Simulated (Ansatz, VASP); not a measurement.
## One calculation of NaF, two programs

```
Na F
1.0
     0.00000    2.39300    2.35815
     2.39300    0.00000    2.35815
     2.39300    2.39300    0.00000
Na F
1 1
Direct
  0.00000 0.00000 0.00000
  0.50000 0.50000 0.50000
```

Change from the starting cell: strain +0.030 along x and y, +0.015 along z, atoms carried along.

Alike in both runs: task single point; functional PBEsol; k mesh 8 × 8 × 8; occupations gaussian, width 0.05 eV; no spin polarisation.

```csv
,VASP,Ansatz
version,VASP 6.6.1,Ansatz 0.2.0
potentials or method,"VASP PAW PBE potentials, release 64 (Na_pv, F), cutoff 520 eV","scalar-relativistic, plane waves, PAW"
valence electrons in the cell,14,16
```

```csv
,VASP,Ansatz,Ansatz less VASP
gap on the k mesh at the Fermi level (eV),5.76,5.77,+0.018
least direct gap on the mesh (eV),5.76,5.77,+0.018
pressure (GPa),-3.4,-3.4,+0.06
"traceless stress, the component that is largest in VASP (GPa)",0.49,0.47,-0.020
```

VASP's potentials were made for PBE, not for PBEsol. VASP's potentials hold 14 valence electrons a cell and Ansatz's 16, so a difference there can come from the potentials and not from the codes.
